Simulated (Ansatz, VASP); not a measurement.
## IrO2: VASP beside Ansatz

```
CELL_PARAMETERS angstrom
4.52847 4.52847 0.00000
-4.52847 4.52847 0.00000
0.00000 0.00000 9.54139
ATOMIC_POSITIONS crystal
Ir 0.00000 0.50000 0.16667
Ir 0.50000 0.00000 0.16667
Ir 0.00000 0.00000 0.00000
Ir 0.50000 0.50000 0.00000
Ir 0.00000 0.50000 0.50000
Ir 0.50000 0.00000 0.50000
Ir 0.00000 0.00000 0.33333
Ir 0.50000 0.50000 0.33333
Ir 0.00000 0.50000 0.83333
Ir 0.50000 0.00000 0.83333
Ir 0.00000 0.00000 0.66667
Ir 0.50000 0.50000 0.66667
O 0.19148 0.50000 0.00000
O 0.69148 0.00000 0.00000
O 0.00000 0.19148 0.16667
O 0.50000 0.69148 0.16667
O 0.30852 0.00000 0.00000
O 0.80852 0.50000 0.00000
O 0.00000 0.80852 0.16667
O 0.50000 0.30852 0.16667
O 0.19148 0.50000 0.33333
O 0.69148 0.00000 0.33333
O 0.00000 0.19148 0.50000
O 0.50000 0.69148 0.50000
O 0.30852 0.00000 0.33333
O 0.80852 0.50000 0.33333
O 0.00000 0.80852 0.50000
O 0.50000 0.30852 0.50000
O 0.19148 0.50000 0.66667
O 0.69148 0.00000 0.66667
O 0.00000 0.19148 0.83333
O 0.50000 0.69148 0.83333
O 0.30852 0.00000 0.66667
O 0.80852 0.50000 0.66667
O 0.00000 0.80852 0.83333
O 0.50000 0.30852 0.83333
```

Alike in both runs: task single point; functional PBE; k mesh 2 × 2 × 2; occupations methfessel-paxton of order 1, width 0.1 eV; no spin polarisation.

|  | VASP | Ansatz |
| --- | --- | --- |
| version | VASP 6.6.1 | Ansatz 0.2.0 |
| potentials or method | VASP PAW PBE potentials, release 64 (Ir, O), cutoff 600 eV | plane-wave PAW DFT |
| valence electrons in the cell | 252 | 348 |

|  | VASP | Ansatz | Ansatz less VASP |
| --- | --- | --- | --- |
| pressure (GPa) | 1.9 | -0.3 | -2.15 |
| rms of the force components (eV/Å) | 0.014 | 0.012 | -0.0014 |

The functional is the same, so the differences come from potentials, cutoffs and numerics. VASP's potentials hold 252 valence electrons a cell and Ansatz's 348, so a difference there can come from the potentials and not from the codes.

The k mesh is coarse, so the values compare programs but aren't converged. Neither program's run includes spin-orbit coupling.
